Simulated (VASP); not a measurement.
# Co (Fd-3m) in VASP: notebook, part 2 of 2

VASP 6.6.1.

### 3 Single point, r2SCAN, collinear spin, ferromagnetic start

This run uses another cell than the first one, of 29.00 Å³/atom, 1.811 times its volume.

POSCAR reads:

```
Co
1.0
    0.0000000000      3.0724175604      3.0724175604
    3.0724175604      0.0000000000      3.0724175604
    3.0724175604      3.0724175604      0.0000000000
Co
2
Direct
    0.0000000000      0.0000000000      0.0000000000
    0.2500000000      0.2500000000      0.2500000000
```

INCAR.step1 reads:

```
SYSTEM = Co
ALGO     = Normal         ! electronic algorithm
EDIFF    = 1E-4           ! SCF threshold, eV
ENCUT    = 520            ! plane-wave cutoff, eV
GGA      = PE             ! functional
ISMEAR   = 0              ! smearing method
ISPIN    = 2              ! spin polarisation
LASPH    = .TRUE.         ! aspherical terms in the spheres
LCHARG   = .FALSE.        ! write CHGCAR
LMAXMIX  = 4              ! l up to which the mixer works
LREAL    = .FALSE.        ! projectors in reciprocal space
LWAVE    = .TRUE.         ! write WAVECAR
MAGMOM   = 3 3            ! initial moments
NBANDS   = 20             ! bands
NELM     = 150            ! most SCF steps
PREC     = Accurate       ! precision mode
SIGMA    = 0.1            ! smearing width, eV
```

INCAR.step2 reads:

```
SYSTEM = Co
ALGO     = Normal         ! electronic algorithm
EDIFF    = 1E-7           ! SCF threshold, eV
ENCUT    = 520            ! plane-wave cutoff, eV
ISIF     = 2              ! what is computed and relaxed
ISMEAR   = 0              ! smearing method
ISPIN    = 2              ! spin polarisation
ISTART   = 1            
LASPH    = .TRUE.         ! aspherical terms in the spheres
LCHARG   = .FALSE.        ! write CHGCAR
LMAXMIX  = 4              ! l up to which the mixer works
LMIXTAU  = .TRUE.       
LORBIT   = 11             ! projections on sites
LREAL    = .FALSE.        ! projectors in reciprocal space
LWAVE    = .FALSE.        ! write WAVECAR
MAGMOM   = 3 3            ! initial moments
METAGGA  = R2SCAN         ! meta-GGA
NBANDS   = 20             ! bands
NELM     = 150            ! most SCF steps
PREC     = Accurate       ! precision mode
SIGMA    = 0.1            ! smearing width, eV
```

KPOINTS reads:

```
k-points
0
G
  6 6 6
  0 0 0
```

Potentials or basis: VASP PAW PBE potentials, release 64 (Co).

On the command line:

```bash
$ cat potpaw_PBE.64/Co/POTCAR > POTCAR
$ cp INCAR.step1 INCAR
$ mpirun -np 1 vasp_std > vasp.out
$ cp INCAR.step2 INCAR
$ mpirun -np 1 vasp_std > vasp.out
```

OUTCAR:

```text
SYSTEM = Co
   EDIFF = 1E-7
   ENCUT = 520
   ISIF = 2
   ISMEAR = 0
   ISPIN = 2
   ISTART = 1
   LASPH = .TRUE.
   LORBIT = 11
   LREAL = .FALSE.
   METAGGA = R2SCAN
   NELM = 150
   PREC = Accurate

 ion  position               nearest neighbor table
   1  0.000  0.000  0.000-   2 2.66   2 2.66   2 2.66   2 2.66
   2  0.250  0.250  0.250-   1 2.66   1 2.66   1 2.66   1 2.66

  LATTYP: Found a face centered cubic cell.
 ALAT       =     6.1448351208

  Lattice vectors:

 A1 = (   0.0000000000,   3.0724175604,   3.0724175604)
 A2 = (   3.0724175604,   0.0000000000,   3.0724175604)
 A3 = (   3.0724175604,   3.0724175604,   0.0000000000)

[... 941 lines left out ...]
 -----------------------------------------------------------------------------
  energy-cutoff  :      520.00
  volume of cell :       58.01
      direct lattice vectors                 reciprocal lattice vectors
     0.000000000  3.072417560  3.072417560    -0.162738297  0.162738297  0.162738297
     3.072417560  0.000000000  3.072417560     0.162738297 -0.162738297  0.162738297
     3.072417560  3.072417560  0.000000000     0.162738297  0.162738297 -0.162738297

 POSITION                                       TOTAL-FORCE (eV/Angst)
 -----------------------------------------------------------------------------------
      0.00000      0.00000      0.00000        -0.000000     -0.000000     -0.000000
      1.53621      1.53621      1.53621         0.000000      0.000000      0.000000
 -----------------------------------------------------------------------------------
    total drift:                               -0.000000      0.000000      0.000000

  FREE ENERGIE OF THE ION-ELECTRON SYSTEM (eV)
  ---------------------------------------------------
  free  energy   TOTEN  =       -21.4792953999 eV

  energy  without entropy=      -21.4681232100  energy(sigma->0) =      -21.47370930

 total charge

# of ion       s       p       d       tot
------------------------------------------
    1        0.442   0.161   7.095   7.699
    2        0.442   0.161   7.095   7.699
--------------------------------------------------
tot          0.885   0.322  14.191  15.397

 magnetization (x)

# of ion       s       p       d       tot
------------------------------------------
    1       -0.019  -0.054   2.257   2.183
    2       -0.019  -0.054   2.257   2.183
--------------------------------------------------
tot         -0.037  -0.109   4.513   4.367
```

OSZICAR.step1:

```text
N       E                     dE             d eps       ncg     rms          rms(c)
DAV:   1     0.877931792698E+02    0.87793E+02   -0.74869E+03  1280   0.906E+02
DAV:   2    -0.708211931743E+01   -0.94875E+02   -0.84927E+02  1292   0.182E+02
DAV:   3    -0.106061685498E+02   -0.35240E+01   -0.34503E+01  1488   0.480E+01
DAV:   4    -0.106661479276E+02   -0.59979E-01   -0.59934E-01  1692   0.546E+00
DAV:   5    -0.106674550214E+02   -0.13071E-02   -0.13070E-02  1488   0.686E-01    0.103E+01
DAV:   6    -0.112627842040E+02   -0.59533E+00   -0.20097E+01  1452   0.588E+01    0.155E+01
DAV:   7    -0.947959600448E+01    0.17832E+01   -0.44394E+00  1432   0.302E+01    0.266E+00
DAV:   8    -0.949921971030E+01   -0.19624E-01   -0.95532E-02  1524   0.276E+00    0.103E+00
DAV:   9    -0.950226947616E+01   -0.30498E-02   -0.76815E-03  1792   0.733E-01    0.534E-01
DAV:  10    -0.950148150905E+01    0.78797E-03   -0.55831E-03  1608   0.903E-01    0.105E-01
DAV:  11    -0.950184068307E+01   -0.35917E-03   -0.84490E-04  1596   0.278E-01    0.514E-02
DAV:  12    -0.950187931529E+01   -0.38632E-04   -0.46989E-05  1100   0.478E-02
   1 F= -.95018793E+01 E0= -.94957588E+01  d E =-.122411E-01  mag=     3.9065
```

It took 1.7 min on 1 thread of Intel Xeon 6975P-C, shared host; peak memory 0.23 GiB.

What came out:

```
Free energy                                           : -21.4793 eV
Pressure                                              : -16.0 GPa
Net moment                                            : 4.06 μB per cell
Site moments                                          : Co +2.18 μB
Valence electrons inside the program's atomic spheres : Co 7.70
```

Levels at points of the mesh, in eV from the Fermi level:
Spin up:
```
           k point  band 8  band 9  band 10  band 11  band 12  band 13  band 14  band 15
(0.00, 0.00, 0.00)   -2.70   -2.70    -2.45    -2.45     7.57     7.57     7.57     8.50
(0.50, 0.00, 0.00)   -2.69   -2.42    -2.42    -1.24    -0.62     5.64     5.64     8.21
(0.50, 0.50, 0.00)   -2.92   -2.35    -2.35    -0.22    -0.22     3.33     3.33     6.33
```
Spin down:
```csv
k point,band 4,band 5,band 6,band 7,band 8,band 9,band 10,band 11
"(0.00, 0.00, 0.00)",-1.03,-0.66,-0.66,0.16,0.16,0.16,0.85,0.85
"(0.50, 0.00, 0.00)",-0.95,-0.60,-0.60,-0.59,0.41,0.41,0.68,0.68
"(0.50, 0.50, 0.00)",-0.94,-0.90,-0.90,0.14,0.14,0.75,0.75,1.37
```

Caveat: the PAW data sets were made with another functional, which shifts forces and pressure a little.

### 4 Single point, r2SCAN, collinear spin, ferromagnetic start

This run uses another cell than the first one, of 15.96 Å³/atom, 0.997 times its volume.

POSCAR reads:

```
Co
1.0
    0.0000000000      2.5175796316      2.5175796316
    2.5175796316      0.0000000000      2.5175796316
    2.5175796316      2.5175796316      0.0000000000
Co
2
Direct
    0.0000000000      0.0000000000      0.0000000000
    0.2500000000      0.2500000000      0.2500000000
```

INCAR.step1 reads:

```
SYSTEM = Co
  PREC = Accurate
  ENCUT = 520
  ISMEAR = 0
  SIGMA = 0.1
  LREAL = .FALSE.
  LASPH = .TRUE.
  NELM = 150
  ISPIN = 2
  MAGMOM = 2.1 2.1
  LMAXMIX = 4
  NBANDS = 20
  GGA = PE
  ALGO = Normal
  EDIFF = 1E-4
  LWAVE = .TRUE.
  LCHARG = .FALSE.
```

INCAR.step2 reads:

```
SYSTEM = Co
  PREC = Accurate
  ENCUT = 520
  EDIFF = 1E-6
  ISMEAR = 0
  SIGMA = 0.1
  LREAL = .FALSE.
  LASPH = .TRUE.
  NELM = 150
  ALGO = Normal
  ISIF = 2
  LWAVE = .FALSE.
  LCHARG = .TRUE.
  ISPIN = 2
  MAGMOM = 2.1 2.1
  LORBIT = 11
  LMAXMIX = 4
  METAGGA = R2SCAN
  LMIXTAU = .TRUE.
  LELF = .TRUE.
  LVHAR = .TRUE.
  NBANDS = 20
  ISTART = 1
```

KPOINTS reads:

```
regular mesh
0
G
  14 14 14
  0 0 0
```

Potentials or basis: VASP PAW PBE potentials, release 64 (Co).

On the command line:

```bash
$ cat potpaw_PBE.64/Co/POTCAR > POTCAR
$ cp INCAR.step1 INCAR
$ mpirun -np 1 vasp_std > vasp.out
$ cp INCAR.step2 INCAR
$ mpirun -np 1 vasp_std > vasp.out
```

OUTCAR:

```text
SYSTEM = Co
   PREC = Accurate
   ENCUT = 520
   EDIFF = 1E-6
   ISMEAR = 0
   LREAL = .FALSE.
   LASPH = .TRUE.
   NELM = 150
   ISIF = 2
   ISPIN = 2
   LORBIT = 11
   METAGGA = R2SCAN
   ISTART = 1

 ion  position               nearest neighbor table
   1  0.000  0.000  0.000-   2 2.18   2 2.18   2 2.18   2 2.18
   2  0.250  0.250  0.250-   1 2.18   1 2.18   1 2.18   1 2.18

  LATTYP: Found a face centered cubic cell.
 ALAT       =     5.0351592632

  Lattice vectors:

 A1 = (   0.0000000000,   2.5175796316,   2.5175796316)
 A2 = (   2.5175796316,   0.0000000000,   2.5175796316)
 A3 = (   2.5175796316,   2.5175796316,   0.0000000000)

Analysis of symmetry for initial positions (statically):
=====================================================================
 Subroutine PRICEL returns:
 Original cell was already a primitive cell.

 Routine SETGRP: Setting up the symmetry group for a
 face centered cubic supercell.

 Subroutine GETGRP returns: Found 48 space group operations
 (whereof 24 operations were pure point group operations)
 out of a pool of 48 trial point group operations.

The static configuration has the point symmetry T_d .
 The point group associated with its full space group is O_h .

Analysis of symmetry for dynamics (positions and initial velocities):
=====================================================================
 Subroutine PRICEL returns:
 Original cell was already a primitive cell.

 Routine SETGRP: Setting up the symmetry group for a
 face centered cubic supercell.

 Subroutine GETGRP returns: Found 48 space group operations
 (whereof 24 operations were pure point group operations)
 out of a pool of 48 trial point group operations.

The dynamic configuration has the point symmetry T_d .
 The point group associated with its full space group is O_h .

Analysis of structural, dynamic, and magnetic symmetry:
=====================================================================
 Subroutine PRICEL returns:
 Original cell was already a primitive cell.

 Routine SETGRP: Setting up the symmetry group for a
 face centered cubic supercell.

 Subroutine GETGRP returns: Found 48 space group operations
 (whereof 24 operations were pure point group operations)
[... 148 lines left out ...]

  energy without entropy =      -23.78039292  energy(sigma->0) =      -23.78469222

 E-fermi :   5.6630     XC(G=0): -11.7703

 val. band max:        5.6582208828   @ k =  -0.1429   0.0714   0.0000
 cond. band min:       5.6685183541   @ k =  -0.2857   0.3571   0.1429
 fundamental gap:      0.0102974713
 Fermi energy:         5.6629685101

 spin component 1

 k-point     1 :       0.0000    0.0000    0.0000
  band No.  band energies     occupation
      1      -1.2844      1.00000
      2       1.4222      1.00000
      3       1.4222      1.00000
      4       1.7104      1.00000
      5       1.7105      1.00000
      6       1.7105      1.00000
[... 541 lines left out ...]
     19      23.5022      0.00000
     20      25.0531      0.00000

 [... further k-points ...]

 spin component 2

 k-point     1 :       0.0000    0.0000    0.0000
  band No.  band energies     occupation
      1      -1.4410      1.00000
      2       3.6184      1.00000
      3       3.6185      1.00000
      4       3.6185      1.00000
      5       3.9332      1.00000
      6       3.9332      1.00000
[... 541 lines left out ...]
     19      24.1052      0.00000
     20      25.5843      0.00000

 [... further k-points ...]

------------------------ aborting loop because EDIFF is reached ----------------------------------------

  FORCE on cell =-STRESS in cart. coord.  units (eV):
  Direction    XX          YY          ZZ          XY          YZ          ZX
  --------------------------------------------------------------------------------------
  -------------------------------------------------------------------------------------
  Total       -0.0951148     -0.0951148     -0.0951148      0.0000000     -0.0000000      0.0000000
  in kB       -4.7750620     -4.7750620     -4.7750620      0.0000000     -0.0000000      0.0000000
  external PRESSURE =      -4.7750620 kB  Pullay stress =       0.0000000 kB

 VOLUME and BASIS-vectors are now :
 -----------------------------------------------------------------------------
  energy-cutoff  :      520.00
  volume of cell :       31.91
      direct lattice vectors                 reciprocal lattice vectors
     0.000000000  2.517579632  2.517579632    -0.198603450  0.198603450  0.198603450
     2.517579632  0.000000000  2.517579632     0.198603450 -0.198603450  0.198603450
     2.517579632  2.517579632  0.000000000     0.198603450  0.198603450 -0.198603450

 POSITION                                       TOTAL-FORCE (eV/Angst)
 -----------------------------------------------------------------------------------
      0.00000      0.00000      0.00000        -0.000000     -0.000000     -0.000000
      1.25879      1.25879      1.25879         0.000000      0.000000      0.000000
 -----------------------------------------------------------------------------------
    total drift:                                0.000000      0.000000      0.000000

  FREE ENERGIE OF THE ION-ELECTRON SYSTEM (eV)
  ---------------------------------------------------
  free  energy   TOTEN  =       -23.7889915289 eV

  energy  without entropy=      -23.7803929179  energy(sigma->0) =      -23.78469222

 total charge

# of ion       s       p       d       tot
------------------------------------------
    1        0.568   0.391   7.298   8.257
    2        0.568   0.391   7.298   8.257
--------------------------------------------------
tot          1.135   0.783  14.595  16.513

 magnetization (x)

# of ion       s       p       d       tot
------------------------------------------
    1       -0.041  -0.039   1.926   1.846
    2       -0.041  -0.039   1.926   1.846
--------------------------------------------------
tot         -0.081  -0.078   3.852   3.693
```

OUTCAR.step1:

```text
SYSTEM = Co
   PREC = Accurate
   ENCUT = 520
   ISMEAR = 0
   LREAL = .FALSE.
   LASPH = .TRUE.
[... 1349 lines left out ...]
      0.00000      0.00000      0.00000         0.000000     -0.000000      0.000000
      1.25879      1.25879      1.25879        -0.000000      0.000000     -0.000000
 -----------------------------------------------------------------------------------
    total drift:                                0.000000      0.000000      0.000000

  FREE ENERGIE OF THE ION-ELECTRON SYSTEM (eV)
  ---------------------------------------------------
  free  energy   TOTEN  =       -11.5101888249 eV

  energy  without entropy=      -11.4988879054  energy(sigma->0) =      -11.50453837
```

Run time: 6 min. Hardware: 1 thread of Intel Xeon 6975P-C, shared host; peak memory 0.25 GiB.

Results:

```
Free energy                                           : -23.7890 eV
Pressure                                              : -0.5 GPa
Net moment                                            : 3.67 μB per cell
Site moments                                          : Co +1.85 μB
Valence electrons inside the program's atomic spheres : Co 8.26
```

Levels at points of the mesh, in eV from the Fermi level:
Spin up:
```csv
k point,band 9,band 10,band 11,band 12,band 13,band 14
"(0.00, 0.00, 0.00)",-2.32,-1.47,-1.47,12.59,12.59,12.59
"(0.50, 0.00, 0.00)",-1.64,-1.44,-1.44,0.25,9.16,9.16
"(0.50, 0.50, 0.00)",-1.27,-1.27,0.90,0.90,4.66,4.66
```
Spin down:
```tsv
k point	band 3	band 4	band 5	band 6	band 7	band 8	band 9	band 10	band 11	band 12
(0.00, 0.00, 0.00)	-2.04	-2.04	-1.73	-1.73	0.05	0.05	0.05	1.76	1.76	13.15
(0.50, 0.00, 0.00)	-1.94	-1.94	-1.67	-1.67	-1.56	0.74	0.74	1.31	1.31	2.36
(0.50, 0.50, 0.00)	-1.85	-1.85	-1.80	-1.80	0.07	0.07	1.44	1.44	2.73	2.73
```

Caveat: the PAW data sets were made with another functional, which shifts forces and pressure a little.

### 5 Relaxation of cell and atoms, r2SCAN, collinear spin, ferromagnetic start

This run uses another cell than the first one, of 29.00 Å³/atom, 1.811 times its volume.

POSCAR reads:

```
Co
1.0
    0.0000000000      3.0724175604      3.0724175604
    3.0724175604      0.0000000000      3.0724175604
    3.0724175604      3.0724175604      0.0000000000
Co
2
Direct
    0.0000000000      0.0000000000      0.0000000000
    0.2500000000      0.2500000000      0.2500000000
```

INCAR.step1 reads:

```
PREC = Accurate
ENCUT = 600
ISMEAR = 0
SIGMA = 0.1
LREAL = F
LASPH = T
NELM = 150
ISPIN = 2
MAGMOM = 2.49 2.49
LMAXMIX = 4
GGA = PE
ALGO = Normal
EDIFF = 1E-4
LWAVE = T
LCHARG = F
```

INCAR.step2 reads:

```
PREC = Accurate
ENCUT = 600
EDIFF = 1E-6
ISMEAR = 0
SIGMA = 0.1
LREAL = F
LASPH = T
NELM = 150
ALGO = Normal
ISIF = 3
LWAVE = F
LCHARG = F
ISPIN = 2
MAGMOM = 2.49 2.49
LORBIT = 11
LMAXMIX = 4
METAGGA = R2SCAN
LMIXTAU = T
IBRION = 2
NSW = 80
EDIFFG = -0.05
ISTART = 1
```

KPOINTS reads:

```
regular mesh
0
Gamma
  6 6 6
```

On the command line:

```bash
$ cat potpaw_PBE.64/Co/POTCAR > POTCAR
$ cp INCAR.step1 INCAR
$ mpirun -np 1 vasp_std > vasp.out
$ cp INCAR.step2 INCAR
$ mpirun -np 1 vasp_std > vasp.out
```

Wall time 5.1 min (1 thread of Intel Xeon 6975P-C, shared host); peak memory 0.28 GiB.

It converged, with:

```
Free energy                                           : -23.7926 eV
Relaxed volume                                        : 15.95 Å³/atom
Relaxed cell                                          : a = 3.560 Å, b = 3.560 Å, c = 3.560 Å, α = 60.00°, β = 60.00°, γ = 60.00°
Space group after relaxing (to 0.05 Å)                : Fd-3m (No. 227)
Energy gained by relaxing                             : 1156.2 meV/atom
Ionic steps                                           : 3
Pressure after relaxing                               : -0.3 GPa
Net moment                                            : 3.64 μB per cell
Site moments                                          : Co +1.83 μB
Valence electrons inside the program's atomic spheres : Co 8.26
```

Step by step:
| step | energy change (eV) | largest force (eV/Å) | pressure (GPa) | volume (Å³) |
| --- | --- | --- | --- | --- |
| 1 | 0.0000 | 0.0000 | -16.02 | 58.01 |
| 2 | -2.0988 | 0.0000 | -11.56 | 36.91 |
| 3 | -2.3124 | 0.0000 | -0.30 | 31.89 |

Final structure:
```xyz
2
Lattice="0.0000 2.5170 2.5170 2.5170 0.0000 2.5170 2.5170 2.5170 0.0000" Properties=species:S:1:pos:R:3 pbc="T T T"
Co    0.0000    0.0000    0.0000
Co    1.2585    1.2585    1.2585
```

Levels at points of the mesh, in eV from the Fermi level:
Spin up:
```
           k point  band 9  band 10  band 11  band 12  band 13  band 14
(0.00, 0.00, 0.00)   -2.30    -1.45    -1.45    12.61    12.61    12.61
(0.50, 0.00, 0.00)   -1.63    -1.42    -1.42     0.27     9.17     9.17
(0.50, 0.50, 0.00)   -1.25    -1.25     0.91     0.91     4.67     4.67
```
Spin down:
| k point | band 3 | band 4 | band 5 | band 6 | band 7 | band 8 | band 9 | band 10 | band 11 | band 12 |
| --- | --- | --- | --- | --- | --- | --- | --- | --- | --- | --- |
| (0.00, 0.00, 0.00) | -2.04 | -2.04 | -1.73 | -1.73 | 0.05 | 0.05 | 0.05 | 1.77 | 1.77 | 13.15 |
| (0.50, 0.00, 0.00) | -1.94 | -1.93 | -1.67 | -1.67 | -1.57 | 0.75 | 0.75 | 1.32 | 1.32 | 2.36 |
| (0.50, 0.50, 0.00) | -1.85 | -1.85 | -1.80 | -1.80 | 0.08 | 0.08 | 1.45 | 1.45 | 2.73 | 2.73 |

Caveat: the volume moved by over 15 % at a fixed basis, so the end points are rough; the PAW data sets were made with another functional, which shifts forces and pressure a little.

### 6 Overview

| task | cell | k mesh | cutoff (eV) | gap on the mesh (eV) | pressure (GPa) | moment (μB) |
| --- | --- | --- | --- | --- | --- | --- |
| single point | a = 3.565 Å, angles 60.0°, 2 atoms | 6 × 6 × 6 | 520 | none | -0.8 | 3.64 |
| single point | a = 4.345 Å, angles 60.0°, 2 atoms | 6 × 6 × 6 | 520 | none | -16.0 | 4.06 |
| single point | a = 3.560 Å, angles 60.0°, 2 atoms | 14 × 14 × 14 | 520 | none | -0.5 | 3.67 |
| relaxation of cell and atoms | relaxed from a = 4.345 Å, angles 60.0°, 2 atoms | 6 × 6 × 6 | 600 | none | -0.3 | 3.64 |

Alike in all rows: level r2SCAN; potentials or basis VASP PAW PBE potentials, release 64 (Co); spin collinear, ferromagnetic start; smearing gaussian 0.1 eV.

Caveats: the PAW data sets were made with another functional, which shifts forces and pressure a little; the volume moved by over 15 % at a fixed basis, so the end points are rough (some runs).

Absolute energies hang on the potentials; compare differences alone.
